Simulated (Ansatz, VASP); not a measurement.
## HfO2 in VASP and in Ansatz

```
Hf O
1.0
     0.00000    2.50635    2.55750
     2.50635    0.00000    2.55750
     2.50635    2.50635    0.00000
Hf O
1 2
Cartesian
  0.0000 0.0000 0.0000
  3.7595 3.7595 3.8363
  1.2532 1.2532 1.2788
```

Alike in both runs: task single point; functional PBE; k mesh 8 × 8 × 8; occupations fermi-dirac, width 0.05 eV; no spin polarisation.

```csv
,VASP,Ansatz
version,VASP 6.6.1,Ansatz 0.2.0
potentials or method,"VASP PAW PBE potentials, release 64 (Hf_pv, O)",Ansatz PAW
plane-wave cutoff (eV),520,420
valence electrons in the cell,22,38
```

VASP gave:

| Quantity | Value |
| --- | --- |
| gap on the k mesh at the Fermi level (eV) | 3.70 |
| least direct gap on the mesh (eV) | 3.74 |
| pressure (GPa) | 4.0 |
| traceless stress, the component that is largest in VASP (GPa) | -6.44 |

Task: Estimate Ansatz's values.

Result: gap on the k mesh at the Fermi level (eV): 3.70; least direct gap on the mesh (eV): 3.73; pressure (GPa): 7.9; traceless stress, the component that is largest in VASP (GPa): -6.31.

VASP's potentials hold 22 valence electrons a cell and Ansatz's 38, so a difference there can come from the potentials and not from the codes.

Neither program's run includes spin-orbit coupling.
